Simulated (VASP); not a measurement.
Wanted: the native input for a VASP 6.6.1 run.

- Task: single point
- Functional: PBE
- Potentials or basis: VASP PAW PBE potentials, release 64 (Si, Mo_sv)
- Cutoff: 520 eV
- k mesh: 20 × 20 × 20
- Occupations: gaussian, width 0.15 eV
- Spin: no spin polarisation
- Dipole correction: no
- Further INCAR settings: ALGO = Normal; EDIFF = 1e-06; NBANDS = 18

The structure of Si2Mo lies in POSCAR:

```
Si2Mo
1.0
   -1.6888448819      1.6888448819      3.9365099589
    1.6888448819     -1.6888448819      3.9365099589
    1.6888448819      1.6888448819     -3.9365099589
Si Mo
2 1
Direct
    0.3350991346      0.3350991346      0.0000000000
    0.6649008654      0.6649008654      0.0000000000
    0.0000000000      0.0000000000      0.0000000000
```

This cell differs from its parent crystal: strain +0.050 along x and y, +0.000 along z.

One way to write it, as run:

INCAR

```
SYSTEM = Si2Mo
PREC = Accurate ; ENCUT = 520
EDIFF = 1E-6 ; ISMEAR = 0
SIGMA = 0.15 ; LREAL = .False.
LASPH = .True. ; NELM = 60
ALGO = Normal ; ISIF = 2
LWAVE = .False. ; LCHARG = .False.
GGA = PE ; NBANDS = 18
```

KPOINTS

```
regular mesh
0
Gamma
  20 20 20
  0 0 0
```

Potentials or basis: VASP PAW PBE potentials, release 64 (Si, Mo_sv).

Launch:

```sh
$ cat potpaw_PBE.64/Si/POTCAR potpaw_PBE.64/Mo_sv/POTCAR > POTCAR
$ mpirun -np 1 vasp_std > vasp.out
```

Results of the run:

```yaml
Pressure: -15.1 GPa
Largest_force: 0.132 eV/Å
Band_gap_on_the_k_mesh: zero (bands 11 and 12 overlap by 0.68 eV)
```

Caveat: the cell differs from its parent crystal (strain +0.050 along x and y, +0.000 along z); the cell stands under tension.

Wall time 4.2 min on 1 thread of Intel(R) Xeon(R) 6975P-C (Granite Rapids) (shared host), peak memory 0.58 GiB.
